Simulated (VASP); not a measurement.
Input of a VASP 6.6.1 run:

The input INCAR:

```
PREC     = Accurate       # precision mode
ENCUT    = 500            # plane-wave cutoff, eV
EDIFF    = 1E-6           # SCF threshold, eV
ISMEAR   = 0              # smearing method
SIGMA    = 0.1            # smearing width, eV
LREAL    = F              # projectors in reciprocal space
LASPH    = T              # aspherical terms in the spheres
NELM     = 120            # most SCF steps
ALGO     = Normal         # electronic algorithm
ISIF     = 2              # what is computed and relaxed
LWAVE    = F              # write WAVECAR
LCHARG   = T              # write CHGCAR
GGA      = PE             # functional
LELF     = T              # ELF
LVHAR    = T            
NBANDS   = 16             # bands
GGA_COMPAT= F
```

File KPOINTS:

```
Automatic mesh
0
Gamma
  6 6 6
```

The input POSCAR:

```
GaP
1.0
    0.0000000000      2.7258124900      2.7258124900
    2.7258124900      0.0000000000      2.7258124900
    2.7258124900      2.7258124900      0.0000000000
Ga P
1 1
Direct
    0.0000000000      0.0000000000      0.0000000000
    0.2500000000      0.2500000000      0.2500000000
```

Potentials or basis: VASP PAW PBE potentials, release 64 (Ga_d, P).

Launch:

```sh
$ cat potpaw_PBE.64/Ga_d/POTCAR potpaw_PBE.64/P/POTCAR > POTCAR
$ mpirun -np 1 vasp_std > vasp.out
```

(1) Estimate the band gap on the k mesh.

(2) Estimate the pressure.

Answers

(1) 1.65 eV, indirect (least direct gap 1.82 eV).

(2) 2.4 GPa.
